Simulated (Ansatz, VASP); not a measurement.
BaF2 in VASP and in Ansatz

```xyz
3
Lattice="0.0000 3.1000 3.1000 3.1000 0.0000 3.1000 3.1000 3.1000 0.0000" Properties=species:S:1:pos:R:3 pbc="T T T"
Ba    0.0000    0.0000    0.0000
F     1.5500    1.5500    1.5500
F     4.6501    4.6501    4.6501
```

Alike in both runs: task single point; functional RPBE; k mesh 6 × 6 × 6; no spin polarisation.

|  | VASP | Ansatz |
| --- | --- | --- |
| version | VASP 6.6.1 | Ansatz 0.2.0 |
| potentials or method | VASP PAW PBE potentials, release 64 (Ba_sv, F), cutoff 600 eV | plane waves, PAW |
| occupations | gaussian, width 0.01 eV | fixed |
| valence electrons in the cell | 24 | 24 |

|  | VASP | Ansatz | Ansatz less VASP |
| --- | --- | --- | --- |
| gap on the k mesh at the Fermi level (eV) | 7.08 | 7.15 | +0.068 |
| pressure (GPa) | 5.1 | 4.1 | -0.96 |

VASP's potentials were made for PBE, not for RPBE.

Neither program's run includes spin-orbit coupling.
